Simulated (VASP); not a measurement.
# Cu2Sn3 (P-6m2) in VASP: single point with PBE

Aim: the single point of Cu2Sn3 with PBE.

Program: VASP 6.6.1. These are calculated values, not measurements. Logs are shortened: lines on timing, memory, paths and dates and some standing lists are left out, and cuts for length are marked.

## Step 1: The cell of the first run

The structure is hexagonal, space group P-6m2 (No. 187). Conventional cell: a = 3.161 Å, b = 3.161 Å, c = 25.369 Å, α = 90.00°, β = 90.00°, γ = 120.00°. Within 4.1 Å of Cu (site symmetry -6m2) lie 6 Sn at 3.13 Å and 6 Cu at 3.16 Å. Within 4.1 Å of Cu (site symmetry -6m2) lie 6 Sn at 3.13 Å and 6 Cu at 3.16 Å. Cu (site symmetry 3m) has 6 Sn at 3.13 Å and 6 Cu at 3.16 Å within 4.1 Å. Within 4.1 Å of Sn (site symmetry 3m) lie 6 Cu at 3.13 Å and 6 Sn at 3.16 Å. Within 4.1 Å of Sn (site symmetry 3m) lie 3 Cu at 3.13 Å and 9 Sn at 3.13 to 3.16 Å. Sn (site symmetry 3m) has 3 Cu at 3.13 Å and 9 Sn at 3.13 to 3.16 Å within 4.1 Å.

## Step 2: Single point, PBE

INCAR reads:

```
PREC = Accurate
ENCUT = 520
EDIFF = 1E-6
ISMEAR = 0
SIGMA = 0.1
LREAL = F
LASPH = T
NELM = 60
ALGO = Fast
ISIF = 2
LWAVE = F
LCHARG = T
GGA = PE
LELF = T
LVHAR = T
NBANDS = 75
```

KPOINTS reads:

```
Automatic mesh
0
Gamma
  6 6 1
```

POSCAR reads:

```
Cu2Sn3
1.0
    3.1610495200      0.0000000000      0.0000000000
   -1.5805247600      2.7375491900      0.0000000000
    0.0000000000      0.0000000000     25.3691493800
Cu Sn
4 6
Direct
    0.3333333300      0.6666666700      0.5000000000
    0.6666666700      0.3333333300      0.0000000000
    0.6666666700      0.3333333300      0.2000000000
    0.6666666700      0.3333333300      0.8000000000
    0.3333333300      0.6666666700      0.9000000000
    0.3333333300      0.6666666700      0.1000000000
    0.3333333300      0.6666666700      0.3000000000
    0.3333333300      0.6666666700      0.7000000000
    0.6666666700      0.3333333300      0.4000000000
    0.6666666700      0.3333333300      0.6000000000
```

Potentials or basis: VASP PAW PBE potentials, release 64 (Cu, Sn_d).

Run with:

```sh
$ cat potpaw_PBE.64/Cu/POTCAR potpaw_PBE.64/Sn_d/POTCAR > POTCAR
$ mpirun -np 1 vasp_std > vasp.out
```

OUTCAR:

```text
PREC = Accurate
   ENCUT = 520
   EDIFF = 1E-6
   ISMEAR = 0
   LREAL = F
   LASPH = T
   NELM = 60
   ISIF = 2
   GGA = PE

 ion  position               nearest neighbor table
   1  0.333  0.667  0.500-   9 3.13  10 3.13   9 3.13  10 3.13   9 3.13  10 3.13
   2  0.667  0.333  0.000-   5 3.13   6 3.13   5 3.13   6 3.13   5 3.13   6 3.13
   3  0.667  0.333  0.200-   7 3.13   6 3.13   7 3.13   6 3.13   7 3.13   6 3.13
   4  0.667  0.333  0.800-   8 3.13   5 3.13   8 3.13   5 3.13   8 3.13   5 3.13
   5  0.333  0.667  0.900-   2 3.13   4 3.13   2 3.13   4 3.13   2 3.13   4 3.13
   6  0.333  0.667  0.100-   2 3.13   3 3.13   2 3.13   3 3.13   2 3.13   3 3.13
   7  0.333  0.667  0.300-   3 3.13   9 3.13   3 3.13   9 3.13   3 3.13   9 3.13
   8  0.333  0.667  0.700-   4 3.13  10 3.13   4 3.13  10 3.13   4 3.13  10 3.13
   9  0.667  0.333  0.400-   1 3.13   7 3.13   1 3.13   7 3.13   1 3.13   7 3.13
  10  0.667  0.333  0.600-   1 3.13   8 3.13   1 3.13   8 3.13   1 3.13   8 3.13

  LATTYP: Found a hexagonal cell.
 ALAT       =     3.1610495200
 C/A-ratio  =     8.0255463318

  Lattice vectors:

 A1 = (   3.1610495200,   0.0000000000,   0.0000000000)
 A2 = (  -1.5805247600,   2.7375491900,   0.0000000000)
 A3 = (   0.0000000000,   0.0000000000,  25.3691493800)

Analysis of symmetry for initial positions (statically):
=====================================================================
 Subroutine PRICEL returns:
 Original cell was already a primitive cell.

 Routine SETGRP: Setting up the symmetry group for a
 hexagonal supercell.

 Subroutine GETGRP returns: Found 12 space group operations
 (whereof 12 operations were pure point group operations)
 out of a pool of 24 trial point group operations.

The static configuration has the point symmetry D_3h.

Analysis of symmetry for dynamics (positions and initial velocities):
=====================================================================
 Subroutine PRICEL returns:
 Original cell was already a primitive cell.

 Routine SETGRP: Setting up the symmetry group for a
 hexagonal supercell.

 Subroutine GETGRP returns: Found 12 space group operations
 (whereof 12 operations were pure point group operations)
 out of a pool of 24 trial point group operations.

The dynamic configuration has the point symmetry D_3h.

 Subroutine INISYM returns: Found 12 space group operations
 (whereof 12 operations are pure point group operations),
 and found     1 'primitive' translations

[... 100 lines left out ...]
   POTIM  = 0.5000    time-step for ionic-motion
   TEBEG  =    0.0;   TEEND  =   0.0 temperature during run
   PSTRESS=    0.0 pullay stress
   NELECT =     128.0000    total number of electrons
   NUPDOWN=      -1.0000    fix difference up-down
   EMIN   =  10.00;   EMAX   =-10.00  energy-range for DOS
   EFERMI =   0.00;   METHOD = LEGACY
   ISMEAR =     0;   SIGMA  =   0.10  broadening in eV -4-tet -1-fermi 0-gaus
   EFERMI_NEDOS =   21; number of points for ismear=-14 and -15
   IALGO  =     68    algorithm
   IMIX   =      4    mixing-type and parameters
     AMIX     =   0.40;   BMIX     =  1.00
     AMIX_MAG =   1.60;   BMIX_MAG =  1.00
  volume/ion in A,a.u.               =      21.95       148.15
  Fermi-wavevector in a.u.,A,eV,Ry     =   1.367661  2.584504 25.449649  1.870496
  Thomas-Fermi vector in A             =   2.493694
   LORBIT       =      0    0 simple, 1 ext, 2 COOP (PROOUT), +10 PAW based schemes
   GGA     = PE    functional components
   LHFCALC =     F    Hartree Fock is set to
   AEXX    =    0.0000 exact exchange contribution
   IVDW    =     0    specifies the selected vdW correction
   LEPSILON=     F    determine dielectric tensor
   LRPA    =     F    only Hartree local field effects (RPA)
 non-spin polarized calculation
 RMM-DIIS sequential band-by-band and
 Gauss-broadening in eV      SIGMA  =   0.10
  energy-cutoff  :      520.00
  volume of cell :      219.53
 maximum number of plane-waves:      5944
 NGX is ok and might be reduce to    24
   NGX = 11   NGY = 11   NGZ = 95

 number of electron     128.0000017 magnetization

 Free energy of the ion-electron system (eV)
  ---------------------------------------------------
  ext. energy  EPLUGINS =         0.00000000
  ---------------------------------------------------
  free energy    TOTEN  =       -34.16637038 eV

  energy without entropy =      -34.12624487  energy(sigma->0) =      -34.14630763

 E-fermi :   7.5044     XC(G=0): -10.7008

 val. band max:        7.4828260764   @ k =   0.3333   0.1667   0.0000
 cond. band min:       7.5738641911   @ k =   0.3333   0.1667   0.0000
 fundamental gap:      0.0910381147
 Fermi energy:         7.5043875378

 k-point     1 :       0.0000    0.0000    0.0000
  band No.  band energies     occupation
      1     -14.3365      2.00000
      2     -14.3359      2.00000
      3     -14.3308      2.00000
      4     -14.3308      2.00000
      5     -14.3308      2.00000
      6     -14.3308      2.00000
[... 535 lines left out ...]
     74       9.5356      0.00000
     75      10.0960      0.00000

------------------------ aborting loop because EDIFF is reached ----------------------------------------

  FORCE on cell =-STRESS in cart. coord.  units (eV):
  Direction    XX          YY          ZZ          XY          YZ          ZX
  --------------------------------------------------------------------------------------
  -------------------------------------------------------------------------------------
  Total        1.7560874      1.7560874     -5.1192479     -0.0000000      0.0000000      0.0000000
  in kB       12.8161494     12.8161494    -37.3609236     -0.0000000      0.0000000      0.0000000
  external PRESSURE =      -3.9095416 kB  Pullay stress =       0.0000000 kB

 VOLUME and BASIS-vectors are now :
 -----------------------------------------------------------------------------
  energy-cutoff  :      520.00
  volume of cell :      219.53
      direct lattice vectors                 reciprocal lattice vectors
     3.161049520  0.000000000  0.000000000     0.316350628  0.182645120  0.000000000
    -1.580524760  2.737549190  0.000000000     0.000000000  0.365290240  0.000000000
     0.000000000  0.000000000 25.369149380     0.000000000  0.000000000  0.039417955

 POSITION                                       TOTAL-FORCE (eV/Angst)
 -----------------------------------------------------------------------------------
     -0.00000      1.82503     12.68457         0.000000     -0.000000      0.000000
      1.58052      0.91252      0.00000         0.000000     -0.000000      0.000000
      1.58052      0.91252      5.07383        -0.000000     -0.000000      0.010499
      1.58052      0.91252     20.29532        -0.000000     -0.000000     -0.010499
     -0.00000      1.82503     22.83223        -0.000000     -0.000000      0.012271
     -0.00000      1.82503      2.53691        -0.000000     -0.000000     -0.012271
     -0.00000      1.82503      7.61074        -0.000000      0.000000     -2.171252
     -0.00000      1.82503     17.75840        -0.000000      0.000000      2.171252
      1.58052      0.91252     10.14766         0.000000     -0.000000      2.130783
      1.58052      0.91252     15.22149         0.000000     -0.000000     -2.130783
 -----------------------------------------------------------------------------------
    total drift:                                0.000008     -0.000005      0.000000

  FREE ENERGIE OF THE ION-ELECTRON SYSTEM (eV)
  ---------------------------------------------------
  free  energy   TOTEN  =       -34.1663703847 eV

  energy  without entropy=      -34.1262448703  energy(sigma->0) =      -34.14630763
```

OSZICAR:

```text
N       E                     dE             d eps       ncg     rms          rms(c)
DAV:   1     0.155134015417E+04    0.15513E+04   -0.57370E+04  1058   0.280E+03
DAV:   2     0.282600937331E+03   -0.12687E+04   -0.12436E+04  1050   0.771E+02
[... 11 lines left out ...]
RMM:  14    -0.341666480806E+02   -0.29822E-03   -0.79366E-03  1600   0.327E-01    0.104E-01
RMM:  15    -0.341663868748E+02    0.26121E-03   -0.16522E-03  1838   0.173E-01    0.483E-02
RMM:  16    -0.341663593931E+02    0.27482E-04   -0.44873E-04  1736   0.102E-01    0.138E-02
RMM:  17    -0.341663667300E+02   -0.73369E-05   -0.13646E-04  1703   0.520E-02    0.826E-03
RMM:  18    -0.341663693994E+02   -0.26694E-05   -0.40601E-05  1602   0.333E-02    0.343E-03
RMM:  19    -0.341663699948E+02   -0.59546E-06   -0.13505E-05  1326   0.175E-02    0.109E-03
RMM:  20    -0.341663703847E+02   -0.38985E-06   -0.56396E-06   978   0.113E-02
   1 F= -.34166370E+02 E0= -.34146308E+02  d E =-.401255E-01
```

Wall time 3.3 min (1 thread of AMD EPYC 7R43 (Zen 3), shared host); peak memory 0.32 GiB.

What came out:

| Quantity | Value |
| --- | --- |
| Free energy | -34.1664 eV |
| Pressure | -0.4 GPa |
| Largest force | 2.171 eV/Å |
| Band gap on the k mesh | zero (band 64 reaches 10.50 eV, above the bottom of band 65 at 6.28 eV) |

Forces on the atoms (eV/Å):
```
Cu   0.000  0.000  0.000
Cu   0.000  0.000  0.000
Cu   0.000  0.000  0.010
Cu   0.000  0.000 -0.010
Sn   0.000  0.000  0.012
Sn   0.000  0.000 -0.012
Sn   0.000  0.000 -2.171
Sn   0.000  0.000  2.171
Sn   0.000  0.000  2.131
Sn   0.000  0.000 -2.131
```

Stress tensor (GPa, compression positive):
```
 1.28  0.00  0.00
 0.00  1.28  0.00
 0.00  0.00 -3.74
```

Caveat: the k points lie up to 0.38 Å⁻¹ apart; spin-orbit coupling is left out, which moves the levels of the heavy elements; forces of over 1 eV/Å act on the atoms, so gaps and moduli don't describe the material at rest.
